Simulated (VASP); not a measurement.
A run of VASP 6.6.1 is set up as follows.

File INCAR:

```
SYSTEM = Hf4Ge2W
PREC = Accurate ; ENCUT = 520
EDIFF = 1E-7 ; ISMEAR = 0
SIGMA = 0.2 ; LREAL = .False.
LASPH = .True. ; NELM = 80
ALGO = Fast ; ISIF = 2
LWAVE = .False. ; LCHARG = .False.
GGA = PE ; NBANDS = 95
```

KPOINTS

```
Automatic mesh
0
Gamma
  5 5 1
  0 0 0
```

File POSCAR:

```
Hf4Ge2W
1.0
    3.4586036949      0.0000000000      0.0000000000
    0.0000000000      3.4586036949      0.0000000000
    0.0000000000      0.0000000000     22.2357804370
Hf Ge W
8 4 2
Direct
    0.5000000000      0.0000000000      0.8956575593
    0.0000000000      0.5000000000      0.1043424407
    0.5000000000      0.0000000000      0.7594876937
    0.0000000000      0.5000000000      0.6774063540
    0.0000000000      0.5000000000      0.2405123063
    0.5000000000      0.0000000000      0.3225936460
    0.0000000000      0.5000000000      0.5405729810
    0.5000000000      0.0000000000      0.4594270190
    0.0000000000      0.5000000000      0.8290475710
    0.5000000000      0.0000000000      0.1709524290
    0.5000000000      0.0000000000      0.6088486461
    0.0000000000      0.5000000000      0.3911513539
    0.0000000000      0.5000000000      0.9670380376
    0.5000000000      0.0000000000      0.0329619624
```

Potentials or basis: VASP PAW PBE potentials, release 64 (Hf_pv, Ge_d, W_sv).

The run is started by

```console
$ cat potpaw_PBE.64/Hf_pv/POTCAR potpaw_PBE.64/Ge_d/POTCAR potpaw_PBE.64/W_sv/POTCAR > POTCAR
$ mpirun -np 1 vasp_std > vasp.out
```

(1) Predict the pressure.

(2) Estimate the largest force.

Results:

(1) -0.3 GPa.

(2) 0.025 eV/Å.

Caveat: the k points lie up to 0.36 Å⁻¹ apart.
